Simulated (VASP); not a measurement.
# NaYTaP3O12 (R3c) in VASP: electric field gradients with PBE

Aim: the electric field gradients of NaYTaP3O12 with PBE.

All numbers are computed with VASP 6.6.1; they aren't measurements. Logs are shortened: lines on timing, memory, paths and dates and some standing lists are left out, and cuts for length are marked.

## 1. The cell of the first run

It takes space group R3c (No. 161, trigonal). The conventional cell has a = 8.986 Å, b = 8.986 Å, c = 23.223 Å, α = 90.00°, β = 90.00°, γ = 120.00°. Na (site symmetry 3) has 6 O at 2.67 to 2.70 Å and 1 Y at 3.31 Å and 1 Ta at 3.50 Å within 3.5 Å. Within 2.8 Å of Y (site symmetry 3) lie 6 O at 2.15 to 2.21 Å. Ta (site symmetry 3) has 6 O at 2.01 to 2.04 Å within 2.7 Å. Within 2.0 Å of P (site symmetry 1) lie 4 O at 1.50 to 1.61 Å. Within 2.0 Å of O (site symmetry 1) lie 1 P at 1.50 Å. O (site symmetry 1) has 1 P at 1.61 Å and 1 Ta at 2.01 Å within 2.1 Å. O (site symmetry 1) has 1 P at 1.51 Å within 2.0 Å. O (site symmetry 1) has 1 P at 1.58 Å and 1 Ta at 2.04 Å within 2.1 Å.

## 2. Electric field gradients, PBE

Contents of INCAR:

```
SYSTEM = NaYTaP3O12
PREC     = Accurate       ! precision mode
ENCUT    = 520            ! plane-wave cutoff, eV
EDIFF    = 1E-8           ! SCF threshold, eV
ISMEAR   = -1             ! smearing method
SIGMA    = 0.02           ! smearing width, eV
LREAL    = Auto         
LASPH    = .TRUE.         ! aspherical terms in the spheres
NELM     = 100            ! most SCF steps
ALGO     = Normal         ! electronic algorithm
ISIF     = 2              ! what is computed and relaxed
LWAVE    = .FALSE.        ! write WAVECAR
LCHARG   = .FALSE.        ! write CHGCAR
GGA      = PE             ! functional
LEFG     = .TRUE.       
NBANDS   = 140            ! bands
```

Contents of KPOINTS:

```
regular mesh
0
G
  3 3 3
  0 0 0
```

Contents of POSCAR:

```
NaYTaP3O12
1.0
    4.4927521440      2.5938916598      7.7409502900
   -4.4927521440      2.5938916598      7.7409502900
    0.0000000000     -5.1877833195      7.7409502900
Na Y Ta P O
2 2 2 6 24
Direct
    0.5030990300      0.5030990300      0.5030990300
    0.0030990300      0.0030990300      0.0030990300
    0.6457112700      0.6457112700      0.6457112700
    0.1457112700      0.1457112700      0.1457112700
    0.3524430800      0.3524430800      0.3524430800
    0.8524430800      0.8524430800      0.8524430800
    0.0481343500      0.4646914300      0.7358325300
    0.7358325300      0.0481343500      0.4646914300
    0.4646914300      0.7358325300      0.0481343500
    0.2358325300      0.9646914300      0.5481343500
    0.5481343500      0.2358325300      0.9646914300
    0.9646914300      0.5481343500      0.2358325300
    0.8907935400      0.4907536900      0.7075401200
    0.7075401200      0.8907935400      0.4907536900
    0.4907536900      0.7075401200      0.8907935400
    0.2075401200      0.9907536900      0.3907935400
    0.3907935400      0.2075401200      0.9907536900
    0.9907536900      0.3907935400      0.2075401200
    0.1374136400      0.5038787000      0.2712349100
    0.2712349100      0.1374136400      0.5038787000
    0.5038787000      0.2712349100      0.1374136400
    0.7712349100      0.0038787000      0.6374136400
    0.6374136400      0.7712349100      0.0038787000
    0.0038787000      0.6374136400      0.7712349100
    0.7898499100      0.5898701900      0.3901446300
    0.3901446300      0.7898499100      0.5898701900
    0.5898701900      0.3901446300      0.7898499100
    0.8901446300      0.0898701900      0.2898499100
    0.2898499100      0.8901446300      0.0898701900
    0.0898701900      0.2898499100      0.8901446300
    0.2198218600      0.4522014400      0.5565856900
    0.5565856900      0.2198218600      0.4522014400
    0.4522014400      0.5565856900      0.2198218600
    0.0565856900      0.9522014400      0.7198218600
    0.7198218600      0.0565856900      0.9522014400
    0.9522014400      0.7198218600      0.0565856900
```

Potentials or basis: VASP PAW PBE potentials, release 64 (Na_pv, Y_sv, Ta_pv, P, O).

Started as:

```bash
$ cat potpaw_PBE.64/Na_pv/POTCAR potpaw_PBE.64/Y_sv/POTCAR potpaw_PBE.64/Ta_pv/POTCAR potpaw_PBE.64/P/POTCAR potpaw_PBE.64/O/POTCAR > POTCAR
$ mpirun -np 1 vasp_std > vasp.out
```

OUTCAR:

```text
SYSTEM = NaYTaP3O12
   PREC = Accurate
   ENCUT = 520
   EDIFF = 1E-8
   ISMEAR = -1
   LREAL = Auto
   LASPH = .TRUE.
   NELM = 100
   ISIF = 2
   GGA = PE

 ion  position               nearest neighbor table
   1  0.503  0.503  0.503-   3 3.31
   2  0.003  0.003  0.003-   4 3.31
   3  0.646  0.646  0.646-  13 2.15  15 2.15  14 2.15  26 2.21  25 2.21  27 2.21   1 3.31   7 3.56
                             9 3.56   8 3.56  10 3.60  12 3.60  11 3.60
   4  0.146  0.146  0.146-  18 2.15  16 2.15  17 2.15  29 2.21  30 2.21  28 2.21   2 3.31  12 3.56
                            10 3.56  11 3.56   9 3.60   7 3.60   8 3.60
   5  0.352  0.352  0.352-  19 2.01  21 2.01  20 2.01  32 2.04  31 2.04  33 2.04
   6  0.852  0.852  0.852-  24 2.01  22 2.01  23 2.01  35 2.04  36 2.04  34 2.04
   7  0.048  0.465  0.736-  13 1.50  30 1.51  31 1.58  24 1.61   3 3.56   4 3.60
   8  0.736  0.048  0.465-  14 1.50  28 1.51  32 1.58  22 1.61   3 3.56   4 3.60
   9  0.465  0.736  0.048-  15 1.50  29 1.51  33 1.58  23 1.61   3 3.56   4 3.60
  10  0.236  0.965  0.548-  16 1.50  26 1.51  34 1.58  20 1.61   4 3.56   3 3.60
  11  0.548  0.236  0.965-  17 1.50  27 1.51  35 1.58  21 1.61   4 3.56   3 3.60
  12  0.965  0.548  0.236-  18 1.50  25 1.51  36 1.58  19 1.61   4 3.56   3 3.60
  13  0.891  0.491  0.708-   7 1.50   3 2.15
  14  0.708  0.891  0.491-   8 1.50   3 2.15
  15  0.491  0.708  0.891-   9 1.50   3 2.15
  16  0.208  0.991  0.391-  10 1.50   4 2.15
  17  0.391  0.208  0.991-  11 1.50   4 2.15
  18  0.991  0.391  0.208-  12 1.50   4 2.15
[... 16 lines left out ...]
  35  0.720  0.057  0.952-  11 1.58   6 2.04
  36  0.952  0.720  0.057-  12 1.58   6 2.04

  LATTYP: Found a trigonal (rhomboedric) cell.
 ALAT       =     9.3185517739
 COS(alpha) =     0.5351015792

  Lattice vectors:

 A1 = (   4.4927521440,   2.5938916598,   7.7409502900)
 A2 = (  -4.4927521440,   2.5938916598,   7.7409502900)
 A3 = (   0.0000000000,  -5.1877833195,   7.7409502900)

Analysis of symmetry for initial positions (statically):
=====================================================================
 Subroutine PRICEL returns:
 Original cell was already a primitive cell.

 Routine SETGRP: Setting up the symmetry group for a
 trigonal (rhombohedral) supercell.

 Subroutine GETGRP returns: Found  6 space group operations
 (whereof  3 operations were pure point group operations)
 out of a pool of 12 trial point group operations.

The static configuration has the point symmetry C_3 .
 The point group associated with its full space group is C_3v.

Analysis of symmetry for dynamics (positions and initial velocities):
=====================================================================
 Subroutine PRICEL returns:
 Original cell was already a primitive cell.

 Routine SETGRP: Setting up the symmetry group for a
 trigonal (rhombohedral) supercell.

 Subroutine GETGRP returns: Found  6 space group operations
 (whereof  3 operations were pure point group operations)
 out of a pool of 12 trial point group operations.

The dynamic configuration has the point symmetry C_3 .
 The point group associated with its full space group is C_3v.

 Subroutine INISYM returns: Found  6 space group operations
 (whereof  3 operations are pure point group operations),
 and found     1 'primitive' translations

----------------------------------------------------------------------------------------

                                     Primitive cell

  volume of cell :     541.2648

  direct lattice vectors                    reciprocal lattice vectors
     4.492752144  2.593891660  7.740950290     0.111290359  0.064253519  0.043061035
    -4.492752144  2.593891660  7.740950290    -0.111290359  0.064253519  0.043061035
     0.000000000 -5.187783320  7.740950290     0.000000000 -0.128507038  0.043061035

  length of vectors
     9.318551774  9.318551774  9.318551774     0.135529744  0.135529744  0.135529744

  position of ions in fractional coordinates (direct lattice)
     0.503099030  0.503099030  0.503099030
     0.003099030  0.003099030  0.003099030
[... 133 lines left out ...]
   ISYM   =      2    0-nonsym 1-usesym 2-fastsym
   POTIM  = 0.5000    time-step for ionic-motion
   TEBEG  =    0.0;   TEEND  =   0.0 temperature during run
   PSTRESS=    0.0 pullay stress
   NELECT =     232.0000    total number of electrons
   NUPDOWN=      -1.0000    fix difference up-down
   EMIN   =  10.00;   EMAX   =-10.00  energy-range for DOS
   EFERMI =   0.00;   METHOD = LEGACY
   ISMEAR =    -1;   SIGMA  =   0.02  broadening in eV -4-tet -1-fermi 0-gaus
   EFERMI_NEDOS =   21; number of points for ismear=-14 and -15
   IALGO  =     38    algorithm
   IMIX   =      4    mixing-type and parameters
     AMIX     =   0.40;   BMIX     =  1.00
     AMIX_MAG =   1.60;   BMIX_MAG =  1.00
  volume/ion in A,a.u.               =      15.04       101.46
  Fermi-wavevector in a.u.,A,eV,Ry     =   1.234338  2.332561 20.729716  1.523591
  Thomas-Fermi vector in A             =   2.369032
   LORBIT       =      0    0 simple, 1 ext, 2 COOP (PROOUT), +10 PAW based schemes
   GGA     = PE    functional components
   LHFCALC =     F    Hartree Fock is set to
   AEXX    =    0.0000 exact exchange contribution
   IVDW    =     0    specifies the selected vdW correction
   LEPSILON=     F    determine dielectric tensor
   LRPA    =     F    only Hartree local field effects (RPA)
 non-spin polarized calculation
  energy-cutoff  :      520.00
  volume of cell :      541.26
 maximum number of plane-waves:     14591
 NGX is ok and might be reduce to    70
   NGX = 35   NGY = 35   NGZ = 35

 number of electron     232.0000013 magnetization

 Free energy of the ion-electron system (eV)
  ---------------------------------------------------
  ext. energy  EPLUGINS =         0.00000000
  ---------------------------------------------------
  free energy    TOTEN  =      -284.53046686 eV

  energy without entropy =     -284.53046686  energy(sigma->0) =     -284.53046686

 E-fermi :   0.5722     XC(G=0):  -8.7073

 val. band max:        0.1214087047   @ k =   0.0000   0.0000   0.0000
 cond. band min:       3.3373017191   @ k =   0.0000   0.0000   0.0000
 fundamental gap:      3.2158930144
 Fermi energy:         0.5721660187

 k-point     1 :       0.0000    0.0000    0.0000
  band No.  band energies     occupation
      1     -38.9635      2.00000
      2     -38.9634      2.00000
      3     -35.1666      2.00000
      4     -35.1664      2.00000
      5     -35.1513      2.00000
      6     -35.1513      2.00000
[... 775 lines left out ...]
    127       6.6627      0.00000
    128       7.0585      0.00000
 [bands above 128 left out]

------------------------ aborting loop because EDIFF is reached ----------------------------------------

  FORCE on cell =-STRESS in cart. coord.  units (eV):
  Direction    XX          YY          ZZ          XY          YZ          ZX
  --------------------------------------------------------------------------------------
  -------------------------------------------------------------------------------------
  Total       -1.6186264     -1.6186264     -2.5309660      0.0000000     -0.0000000      0.0000000
  in kB       -4.7912341     -4.7912341     -7.4918154      0.0000000     -0.0000000      0.0000000
  external PRESSURE =      -5.6914278 kB  Pullay stress =       0.0000000 kB

 VOLUME and BASIS-vectors are now :
 -----------------------------------------------------------------------------
  energy-cutoff  :      520.00
  volume of cell :      541.26
      direct lattice vectors                 reciprocal lattice vectors
     4.492752144  2.593891660  7.740950290     0.111290359  0.064253519  0.043061035
    -4.492752144  2.593891660  7.740950290    -0.111290359  0.064253519  0.043061035
     0.000000000 -5.187783320  7.740950290     0.000000000 -0.128507038  0.043061035

 POSITION                                       TOTAL-FORCE (eV/Angst)
 -----------------------------------------------------------------------------------
      0.00000      0.00000     11.68339         0.000000     -0.000000     -0.074413
      0.00000      0.00000      0.07197         0.000000     -0.000000     -0.074413
      0.00000      0.00000     14.99526         0.000000     -0.000000     -0.057565
      0.00000      0.00000      3.38383         0.000000     -0.000000     -0.057565
      0.00000      0.00000      8.18473         0.000000      0.000000      0.032731
      0.00000      0.00000     19.79616         0.000000      0.000000      0.032731
[... 28 lines left out ...]
      2.97976     -2.92590     13.38108         0.075113     -0.088004      0.077112
      1.04402      4.04349     13.38108         0.038657      0.109052      0.077112
 -----------------------------------------------------------------------------------
    total drift:                               -0.000000      0.000001     -0.040401

  FREE ENERGIE OF THE ION-ELECTRON SYSTEM (eV)
  ---------------------------------------------------
  free  energy   TOTEN  =      -284.5304668552 eV

  energy  without entropy=     -284.5304668551  energy(sigma->0) =     -284.53046686

 Electric field gradients (V/A^2)
---------------------------------------------------------------------
 ion       V_xx      V_yy      V_zz      V_xy      V_xz      V_yz
---------------------------------------------------------------------
   1       3.181     3.181    -6.363    -0.000    -0.000    -0.000
   2       3.181     3.181    -6.363     0.000     0.000    -0.000
   3     -14.156   -14.156    28.312     0.000     0.000    -0.000
   4     -14.156   -14.156    28.312    -0.000    -0.000    -0.000
   5      33.305    33.305   -66.609     0.000     0.000    -0.000
   6      33.305    33.305   -66.609    -0.000    -0.000    -0.000
[... 28 lines left out ...]
  35      87.070   -61.079   -25.992    12.172   -40.886    -8.953
  36     -13.500    39.492   -25.992   -70.237    28.196   -30.932
---------------------------------------------------------------------

 Electric field gradients after diagonalization (V/A^2)
 (convention: |V_zz| > |V_xx| > |V_yy|)
----------------------------------------------------------------------
 ion       V_xx      V_yy      V_zz     asymmetry (V_yy - V_xx)/ V_zz
----------------------------------------------------------------------
   1       3.181     3.181    -6.363       0.000
   2       3.181     3.181    -6.363       0.000
   3     -14.156   -14.156    28.312       0.000
   4     -14.156   -14.156    28.312       0.000
   5      33.305    33.305   -66.609       0.000
   6      33.305    33.305   -66.609       0.000
[... 28 lines left out ...]
  35     -63.281   -38.291   101.571       0.246
  36     -63.281   -38.291   101.571       0.246
----------------------------------------------------------------------

           NMR quadrupolar parameters

 Cq : quadrupolar parameter    Cq=e*Q*V_zz/h
 eta: asymmetry parameters     (V_yy - V_xx)/ V_zz
 Q  : nuclear electric quadrupole moment in mb (millibarn)
----------------------------------------------------------------------
 ion       Cq(MHz)       eta       Q (mb)
----------------------------------------------------------------------
   1      -0.015       0.000       1.000
   2      -0.015       0.000       1.000
   3       0.068       0.000       1.000
   4       0.068       0.000       1.000
   5      -0.161       0.000       1.000
   6      -0.161       0.000       1.000
[... 28 lines left out ...]
  35       0.246       0.246       1.000
  36       0.246       0.246       1.000
----------------------------------------------------------------------
```

Wall time 15 min (1 thread of Intel Xeon Platinum 8559C (Emerald Rapids), shared host); peak memory 0.87 GiB.

Results:

```yaml
Free_energy: -284.5305 eV
Pressure: -0.6 GPa
Largest_force: 0.225 eV/Å
Band_gap_on_the_k_mesh: 3.22 eV, direct
```

Forces in eV/Å, atoms in the order of the input:
```
Na   0.000  0.000 -0.074
Na   0.000  0.000 -0.074
Y    0.000  0.000 -0.058
Y    0.000  0.000 -0.058
Ta   0.000  0.000  0.033
Ta   0.000  0.000  0.033
P   -0.100  0.133  0.024
P   -0.065 -0.153  0.024
P    0.165  0.020  0.024
P   -0.165  0.020  0.024
P    0.065 -0.153  0.024
P    0.100  0.133  0.024
O   -0.143  0.033 -0.171
O    0.043 -0.140 -0.171
O    0.100  0.107 -0.171
O   -0.100  0.107 -0.171
O   -0.043 -0.140 -0.171
O    0.143  0.033 -0.171
O   -0.006  0.065  0.064
O   -0.053 -0.038  0.064
O    0.060 -0.027  0.064
O   -0.060 -0.027  0.064
O    0.053 -0.038  0.064
O    0.006  0.065  0.064
O   -0.158 -0.081  0.040
O    0.149 -0.096  0.040
O    0.009  0.177  0.040
O   -0.009  0.177  0.040
O   -0.149 -0.096  0.040
O    0.158 -0.081  0.040
O   -0.039  0.109  0.077
O   -0.075 -0.088  0.077
O    0.114 -0.021  0.077
O   -0.114 -0.021  0.077
O    0.075 -0.088  0.077
O    0.039  0.109  0.077
```

Levels at points of the mesh, in eV from the valence-band top:
```
           k point  band 114  band 115  band 116  band 117  band 118  band 119
(0.00, 0.00, 0.00)     -0.10     -0.10      0.00      3.22      3.28      3.28
```

Electric field gradients, principal values (V/Å²):
| atom | least | middle | greatest (by size) |
| --- | --- | --- | --- |
| 1 Na | 3.181 | 3.181 | -6.363 |
| 2 Na | 3.181 | 3.181 | -6.363 |
| 3 Y | -14.156 | -14.156 | 28.312 |
| 4 Y | -14.156 | -14.156 | 28.312 |
| 5 Ta | 33.305 | 33.305 | -66.609 |
| 6 Ta | 33.305 | 33.305 | -66.609 |
| 7 P | 9.504 | 36.700 | -46.203 |
| 8 P | 9.504 | 36.700 | -46.203 |
| 9 P | 9.504 | 36.700 | -46.203 |
| 10 P | 9.504 | 36.700 | -46.203 |
| 11 P | 9.504 | 36.700 | -46.203 |
| 12 P | 9.504 | 36.700 | -46.203 |
| 13 O | -35.736 | -42.833 | 78.570 |
| 14 O | -35.736 | -42.833 | 78.570 |
| 15 O | -35.736 | -42.833 | 78.570 |
| 16 O | -35.736 | -42.833 | 78.570 |
| 17 O | -35.736 | -42.833 | 78.570 |
| 18 O | -35.736 | -42.833 | 78.570 |
| 19 O | -48.144 | -57.803 | 105.948 |
| 20 O | -48.144 | -57.803 | 105.948 |
| 21 O | -48.144 | -57.803 | 105.948 |
| 22 O | -48.144 | -57.803 | 105.948 |
| 23 O | -48.144 | -57.803 | 105.948 |
| 24 O | -48.144 | -57.803 | 105.948 |
| 25 O | -37.498 | -49.985 | 87.483 |
| 26 O | -37.498 | -49.985 | 87.483 |
| 27 O | -37.498 | -49.985 | 87.483 |
| 28 O | -37.498 | -49.985 | 87.483 |
| 29 O | -37.498 | -49.985 | 87.483 |
| 30 O | -37.498 | -49.985 | 87.483 |
| 31 O | -38.291 | -63.281 | 101.571 |
| 32 O | -38.291 | -63.281 | 101.571 |
| 33 O | -38.291 | -63.281 | 101.571 |
| 34 O | -38.291 | -63.281 | 101.571 |
| 35 O | -38.291 | -63.281 | 101.571 |
| 36 O | -38.291 | -63.281 | 101.571 |

Caveat: without QUAD_EFG the Cq values of the log hold for a quadrupole moment of 1 mb, not for the nuclei; spin-orbit coupling is left out, which moves the levels of the heavy elements. Expect the measured gap to be larger: semilocal functionals such as PBE lack the derivative discontinuity.
